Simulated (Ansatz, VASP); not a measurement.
## Two plane-wave programs on CsI

```
CELL_PARAMETERS angstrom
4.41674 0.00000 0.00000
0.00000 4.41674 0.00000
0.00000 0.00000 4.41674
ATOMIC_POSITIONS crystal
Cs 0.00000 0.00000 0.00000
I 0.50000 0.50000 0.50000
```

Alike in both runs: task single point; functional r2SCAN; k mesh 6 × 6 × 6; occupations gaussian, width 0.02 eV; no spin polarisation.

|  | VASP | Ansatz |
| --- | --- | --- |
| version | VASP 6.6.1 | Ansatz 0.2.0 |
| potentials or method | VASP PAW PBE potentials, release 64 (Cs_sv, I), cutoff 550 eV | scalar-relativistic, plane waves, PAW |
| valence electrons in the cell | 16 | 26 |

```csv
,VASP,Ansatz,Ansatz less VASP
gap on the k mesh at the Fermi level (eV),4.44,4.46,+0.020
least direct gap on the mesh (eV),4.50,4.51,+0.016
pressure (GPa),2.3,2.2,-0.07
```

VASP's potentials were made for PBE, not for r2SCAN. VASP's potentials hold 16 valence electrons a cell and Ansatz's 26, so a difference there can come from the potentials and not from the codes.

Neither program's run includes spin-orbit coupling.
